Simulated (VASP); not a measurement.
## Fe: single point with PBE

Fe:

```
CELL_PARAMETERS angstrom
0.00000 2.43640 2.43640
2.43640 0.00000 2.43640
2.43640 2.43640 0.00000
ATOMIC_POSITIONS crystal
Fe 0.00000 0.00000 0.00000
Fe 0.25000 0.25000 0.25000
```

```yaml
Program: VASP 6.6.1
Task: single point
Functional: PBE
Potentials_or_basis: VASP PAW PBE potentials, release 64 (Fe)
Cutoff: 520 eV
k_mesh: 7 × 7 × 7
Occupations: methfessel-paxton, width 0.05 eV
Spin: collinear spin, ferromagnetic start
Starting_moments: "[3.5, 3.5] μB"
Dipole_correction: no
Further_INCAR_settings: ALGO = Normal; EDIFF = 1e-06; NBANDS = 19
```

The pressure is -1.5 GPa and the band gap on the k mesh is zero (filled and empty bands overlap). The net moment is 0.01 μB per cell and the valence electrons inside the program's atomic spheres are Fe 7.48.

Levels at points of the mesh, in eV from the Fermi level:
Spin up:
| k point | band 6 | band 7 | band 8 | band 9 | band 10 | band 11 |
| --- | --- | --- | --- | --- | --- | --- |
| (0.00, 0.00, 0.00) | -2.41 | -0.37 | -0.37 | -0.37 | 1.25 | 1.25 |
Spin down:
| k point | band 5 | band 6 | band 7 | band 8 | band 9 | band 10 | band 11 | band 12 |
| --- | --- | --- | --- | --- | --- | --- | --- | --- |
| (0.00, 0.00, 0.00) | -2.41 | -2.41 | -0.36 | -0.36 | -0.36 | 1.26 | 1.26 | 14.32 |

Run time: 18 s on 1 thread of AMD EPYC 9R45 96-Core Processor (Zen 5), on a shared host, peak memory 0.14 GiB.

Caveat: the starting moments collapsed, and a magnetic state may lie lower.
